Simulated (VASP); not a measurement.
Here is a VASP 6.6.1 calculation.

The input INCAR:

```
SYSTEM = Ba2SrN2
PREC = Accurate
ENCUT = 520
EDIFF = 1E-7
ISMEAR = -1
SIGMA = 0.02
LREAL = .False.
LASPH = .True.
NELM = 60
ALGO = Normal
ISIF = 2
LWAVE = .False.
LCHARG = .False.
GGA = PE
NBANDS = 28
```

File KPOINTS:

```
regular mesh
0
Gamma
  7 7 2
  0 0 0
```

The input POSCAR:

```
Ba2SrN2
1.0
    3.8990721079      0.0000000000      0.0000000000
   -1.9495360540      3.3766954966      0.0000000000
    0.0000000000      0.0000000000     10.5118802466
Ba Sr N
2 1 2
Direct
    0.6666666667      0.3333333333      0.2159090175
    0.3333333333      0.6666666667      0.7840909825
    0.0000000000      0.0000000000      0.5000000000
    0.6666666667      0.3333333333      0.6623659875
    0.3333333333      0.6666666667      0.3376340125
```

Potentials or basis: VASP PAW PBE potentials, release 64 (Ba_sv, Sr_sv, N).

Launch:

```sh
$ cat potpaw_PBE.64/Ba_sv/POTCAR potpaw_PBE.64/Sr_sv/POTCAR potpaw_PBE.64/N/POTCAR > POTCAR
$ mpirun -np 1 vasp_std > vasp.out
```

Question: Estimate the pressure.

Answer: 1.2 GPa.

Question: What does it give for the largest force?

Answer: 0.281 eV/Å.

Forces on the atoms (eV/Å):
```
Ba   0.000  0.000 -0.281
Ba   0.000  0.000  0.281
Sr   0.000  0.000  0.000
N    0.000  0.000 -0.238
N    0.000  0.000  0.238
```
